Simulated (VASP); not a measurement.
Wanted: the native input for a VASP 6.6.1 run.

- Task: relaxation of cell and atoms
- Functional: PBEsol
- Potentials or basis: VASP PAW PBE potentials, release 64 (Zr_sv, B)
- Cutoff: 600 eV
- k mesh: 16 × 16 × 12
- Occupations: fermi-dirac, width 0.1 eV
- Spin: no spin polarisation
- Target pressure: 7 GPa
- Dipole correction: no
- Further INCAR settings: ALGO = Normal; EDIFF = 1e-07; IBRION = 2; EDIFFG = -0.002; NSW = 100; ISIF = 3

The structure of ZrB2 lies in POSCAR:

```
ZrB2
1.0
    3.1552029036      0.0000000000      0.0000000000
   -1.5776014518      2.7324858686      0.0000000000
    0.0000000000      0.0000000000      3.5063834979
Zr B
1 2
Direct
    0.0000000000      0.0000000000      0.0000000000
    0.3333333333      0.6666666667      0.5000000000
    0.6666666667      0.3333333333      0.5000000000
```

One way to write it, as run:

INCAR

```
SYSTEM = ZrB2
ALGO = Normal
EDIFF = 1E-7
EDIFFG = -0.002
ENCUT = 600
GGA = PS
IBRION = 2
ISIF = 3
ISMEAR = -1
LASPH = .True.
LCHARG = .False.
LREAL = .False.
LWAVE = .False.
NELM = 60
NSW = 100
PREC = Accurate
PSTRESS = 70.0
SIGMA = 0.1
```

KPOINTS

```
k-points
0
Gamma
  16 16 12
  0 0 0
```

Potentials or basis: VASP PAW PBE potentials, release 64 (Zr_sv, B).

Command:

```bash
$ cat potpaw_PBE.64/Zr_sv/POTCAR potpaw_PBE.64/B/POTCAR > POTCAR
$ mpirun -np 1 vasp_std > vasp.out
```

It gave:

The relaxed volume is 9.82 Å³/atom, the relaxed cell is a = 3.130 Å, b = 3.130 Å, c = 3.474 Å, α = 90.00°, β = 90.00°, γ = 120.00° and the space group after relaxing (to 0.1 Å) is P6/mmm (No. 191). The energy change on relaxing (the run minimises the enthalpy) is +5.6 meV/atom, the ionic steps are 8 and the pressure after relaxing is 7.0 GPa. The band gap on the k mesh is zero (bands 9 and 10 overlap by 1.18 eV).

Caveat: the cell is relaxed towards a set pressure, so the run minimises the enthalpy, not the energy; the PAW data sets were made with another functional, which shifts forces and pressure a little.

It took 4.8 min on 1 thread of Intel(R) Xeon(R) Platinum 8488C (Sapphire Rapids) (shared host), peak memory 0.25 GiB.
